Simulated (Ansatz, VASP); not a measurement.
## CuAu3 in VASP and in Ansatz

```xyz
4
Lattice="4.0644 0.0000 0.0000 0.0000 4.0644 0.0000 0.0000 0.0000 4.0644" Properties=species:S:1:pos:R:3 pbc="T T T"
Cu    0.0000    0.0000    0.0000
Au    0.0000    2.0322    2.0322
Au    2.0322    0.0000    2.0322
Au    2.0322    2.0322    0.0000
```

Alike in both runs: functional r2SCAN; k mesh 8 × 8 × 8; occupations fermi-dirac, width 0.1 eV; no spin polarisation.

Ansatz relaxed the structure, and its values are those at the end. VASP's run is a single point on that final structure, the one shown.

```csv
,VASP,Ansatz
version,VASP 6.6.1,Ansatz 0.2.0
potentials or method,"VASP PAW PBE potentials, release 64 (Cu, Au), cutoff 520 eV",PAW plane waves
valence electrons in the cell,44,76
```

|  | VASP | Ansatz | Ansatz less VASP |
| --- | --- | --- | --- |
| pressure (GPa) | -5.2 | -5.4 | -0.23 |

VASP's potentials were made for PBE, not for r2SCAN. The functional is the same, so the differences come from potentials, cutoffs and numerics. VASP's potentials hold 44 valence electrons a cell and Ansatz's 76, so a difference there can come from the potentials and not from the codes. Ansatz's warnings: stress scf threshold loose.

Spin-orbit coupling is off throughout.
